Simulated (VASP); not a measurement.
BN, 2 atoms in the cell. The structure is cubic, space group F-43m (No. 216). The conventional cell has a = 3.610 Å, b = 3.610 Å, c = 3.610 Å, α = 90.00°, β = 90.00°, γ = 90.00°. Within 2.1 Å of B (site symmetry -43m) lie 4 N at 1.56 Å. Within 2.1 Å of N (site symmetry -43m) lie 4 B at 1.56 Å. 

* Program: VASP 6.6.1
* Task: single point
* Functional: r2SCAN
* Potentials or basis: VASP PAW PBE potentials, release 64 (B, N)
* Cutoff: 520 eV
* k mesh: 12 × 12 × 12
* Occupations: gaussian, width 0.05 eV
* Spin: no spin polarisation
* Dipole correction: no
* Further INCAR settings: ALGO = Normal; EDIFF = 1e-07; NBANDS = 11

Potentials or basis: VASP PAW PBE potentials, release 64 (B, N).

Run with:

```console
$ cat potpaw_PBE.64/B/POTCAR potpaw_PBE.64/N/POTCAR > POTCAR
$ cp INCAR.step1 INCAR
$ mpirun -np 1 vasp_std > vasp.out
$ cp INCAR.step2 INCAR
$ mpirun -np 1 vasp_std > vasp.out
```

Hardware: 1 thread of Intel(R) Xeon(R) Platinum 8375C CPU @ 2.90GHz (Ice Lake), on a shared host.

**Question.** Estimate the wall time of this run.

**Answer.** It took 37 s on 1 thread of Intel(R) Xeon(R) Platinum 8375C CPU @ 2.90GHz (Ice Lake) (shared host), peak memory 0.13 GiB. Counts: k points 72.
